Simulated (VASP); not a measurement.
Si5C4: single point with PBE

Si5C4, a slab with vacuum:

```
Si C
1.0
     3.09201    0.00000    0.00000
     0.00000    5.07382    0.00000
     0.00000    0.00000   18.96869
Si C
5 4
Direct
  0.00000 0.99544 0.21087
  0.50000 0.49544 0.25793
  0.50000 0.99367 0.35653
  0.00000 0.46505 0.38534
  0.33333 0.62382 0.49122
  0.00000 0.61956 0.21087
  0.50000 0.11956 0.25793
  0.50000 0.62504 0.35690
  0.00000 0.12382 0.39374
```

```json
{
 "Program": "VASP 6.6.1",
 "Task": "single point",
 "Functional": "PBE",
 "Potentials or basis": "VASP PAW PBE potentials, release 64 (Si, C)",
 "Cutoff": "520 eV",
 "k mesh": "9 × 5 × 1",
 "Occupations": "gaussian, width 0.05 eV",
 "Spin": "collinear spin",
 "Starting moments": "[0.0, 0.0, 0.0, 0.0, 2.0, 0.0, 0.0, 0.0, 0.0] μB",
 "Dipole correction": "yes",
 "Further INCAR settings": "ALGO = Normal; EDIFF = 1e-06; NBANDS = 32"
}
```

```json
{"Largest force": "2.970 eV/Å", "Net moment": "0.26 μB per cell", "Site moments": "Si +0.07, +0.01, +0.00, +0.03 (each value once); C -0.02, +0.00, -0.00 (each value once) μB", "Valence electrons inside the program's atomic spheres": "Si 1.62, 1.63, 1.68, 1.76, 1.52; C 2.39, 2.48, 2.55, 2.53"}
```

Forces on the atoms (eV/Å):
```
Si  -0.004 -1.768  1.701
Si  -0.019  0.669 -2.894
Si  -0.033 -0.051 -0.443
Si  -0.309  0.758  1.696
Si   0.037  0.520 -0.007
C   -0.056  0.933  1.587
C    0.054  0.214 -0.603
C    0.159  0.159 -0.800
C    0.172 -1.434 -0.238
```

Levels at points of the mesh, in eV from the Fermi level:
Spin up:
| k point | band 16 | band 17 | band 18 | band 19 | band 20 | band 21 |
| --- | --- | --- | --- | --- | --- | --- |
| (0.00, 0.00, 0.00) | -0.82 | -0.66 | -0.61 | 0.01 | 1.16 | 2.27 |
Spin down:
```tsv
k point	band 14	band 15	band 16	band 17	band 18	band 19	band 20	band 21	band 22	band 23
(0.00, 0.00, 0.00)	-2.14	-1.63	-0.80	-0.67	-0.57	0.17	1.39	2.29	3.37	3.74
```

Run time: 14 min on 1 thread of Intel(R) Xeon(R) Platinum 8488C (Sapphire Rapids), on a shared host, peak memory 0.64 GiB.
